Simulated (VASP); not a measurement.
Set up this calculation in VASP 6.6.1, as the native input.

| Property | Result |
| --- | --- |
| Task | single point |
| Functional | LDA |
| Potentials or basis | VASP PAW LDA potentials, release 64 (Sc_sv, Al) |
| Cutoff | 520 eV |
| k mesh | 12 × 12 × 6 |
| Occupations | gaussian, width 0.15 eV |
| Spin | no spin polarisation |
| Dipole correction | no |
| Further INCAR settings | ALGO = Fast; EDIFF = 1e-06; NBANDS = 34 |

The structure of Sc2Al lies in POSCAR:

```
Sc2Al
1.0
    4.7962095842      0.0000000000      0.0000000000
   -2.3981047921      4.1536393418      0.0000000000
    0.0000000000      0.0000000000      6.0036735444
Sc Al
4 2
Direct
    0.0000000000      0.0000000000      0.0000000000
    0.0000000000      0.0000000000      0.5000000000
    0.3333333333      0.6666666667      0.7500000000
    0.6666666667      0.3333333333      0.2500000000
    0.3333333333      0.6666666667      0.2500000000
    0.6666666667      0.3333333333      0.7500000000
```

These files were run (other wordings do the same):

INCAR

```
  PREC = Accurate
  ENCUT = 520
  EDIFF = 1E-6
  ISMEAR = 0
  SIGMA = 0.15
  LREAL = F
  LASPH = T
  NELM = 80
  ALGO = Fast
  ISIF = 2
  LWAVE = F
  LCHARG = F
  GGA = CA
  NBANDS = 34
```

KPOINTS

```
Automatic mesh
0
Gamma
  12 12 6
```

Potentials or basis: VASP PAW LDA potentials, release 64 (Sc_sv, Al).

Run with:

```sh
$ cat potpaw_LDA.64/Sc_sv/POTCAR potpaw_LDA.64/Al/POTCAR > POTCAR
$ mpirun -np 1 vasp_std > vasp.out
```

Results of the run:

The pressure is 0.1 GPa and the band gap on the k mesh is zero (bands 25 and 26 overlap by 0.81 eV).

Run time: 6.5 min on 1 thread of Intel(R) Xeon(R) Platinum 8488C (Sapphire Rapids) (shared host), peak memory 0.36 GiB.
